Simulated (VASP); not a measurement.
Runs of VASP 6.6.1 on BP. The structure is that of space group F-43m (No. 216), or close to it. The cells are those of the table. 

```csv
cell,gap on the mesh (eV),pressure (GPa)
"a = 3.187 Å, angles 60.0°, 2 atoms",1.24,(c)
"a = 3.272 Å, angles 60.0°, 2 atoms",1.34,-7.7
"a = 3.251 Å, angles 60.0°, 2 atoms",1.32,-5.1
"a = 3.209 Å, angles 60.0°, 2 atoms",(b),0.9
"a = 3.230 Å, angles 60.0°, 2 atoms",(a),-2.2
```

Alike in all rows: task single point; level PBE; potentials or basis VASP PAW PBE potentials, release 64 (B, P); no spin polarisation; k mesh 8 × 8 × 8; cutoff (eV) 520; smearing gaussian 0.01 eV.

**Question.** Estimate the missing entries.

**Answer.** (a) 1.29; (b) 1.27; (c) 4.4.

A k mesh can miss the band edges.
